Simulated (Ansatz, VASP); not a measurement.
**Ba: VASP beside Ansatz**

Contents of INCAR:

```
SYSTEM = Ba
  PREC = Accurate
  ENCUT = 520
  EDIFF = 1E-6
  ISMEAR = -1
  SIGMA = 0.1
  LREAL = .False.
  LASPH = .True.
  NELM = 100
  ALGO = Normal
  ISIF = 2
  LWAVE = .False.
  LCHARG = .False.
  GGA = PS
  NBANDS = 11
```

File KPOINTS:

```
Automatic mesh
0
Gamma
  9 9 9
  0 0 0
```

Contents of POSCAR:

```
Ba
1.0
    3.9070207713      0.0000000000      0.0000000000
    0.0000000000      3.9070207713      0.0000000000
    0.0000000000      0.0000000000      3.9070207713
Ba
1
Direct
    0.0000000000      0.0000000000      0.0000000000
```

Input for Ansatz:

```yaml
crystal:
  lattice:
    - [3.9070207713, 0.0, 0.0]
    - [0.0, 3.9070207713, 0.0]
    - [0.0, 0.0, 3.9070207713]
  atoms:
    - { symbol: Ba, position: [0.0, 0.0, 0.0] }
hamiltonian:
  xc: pbesol
  pseudopotentials:
    kind: paw
    azcp:
      Ba: "pseudopotentials/Ba.paw.azcp"
basis:
  ecutwfc: 420
  fft_grid_basis: typed
kpoints:
  mp_grid: { grid: [9, 9, 9], shift: [0, 0, 0] }
magnetization:
  spin_polarized: false
scf:
  occupations: { method: fermi_dirac, width: 0.1 }
  lower_state_search: "off"
output:
  stress: true
```

Alike in both runs: task single point; functional PBEsol; k mesh 9 × 9 × 9; occupations fermi-dirac, width 0.1 eV; no spin polarisation.

|  | VASP | Ansatz |
| --- | --- | --- |
| version | VASP 6.6.1 | Ansatz 0.2.0 |
| potentials or method | VASP PAW PBE potentials, release 64 (Ba_sv), cutoff 520 eV | plane waves (420 eV) with PAW, scalar-relativistic |
| valence electrons in the cell | 10 | 10 |

Ansatz gave:

* pressure (GPa): -0.5

Problem. Which values does VASP return?

Solution. Pressure (GPa): -0.3.

VASP's potentials were made for PBE, not for PBEsol, and Ansatz warns of the same on its side.

Spin-orbit coupling is off throughout.
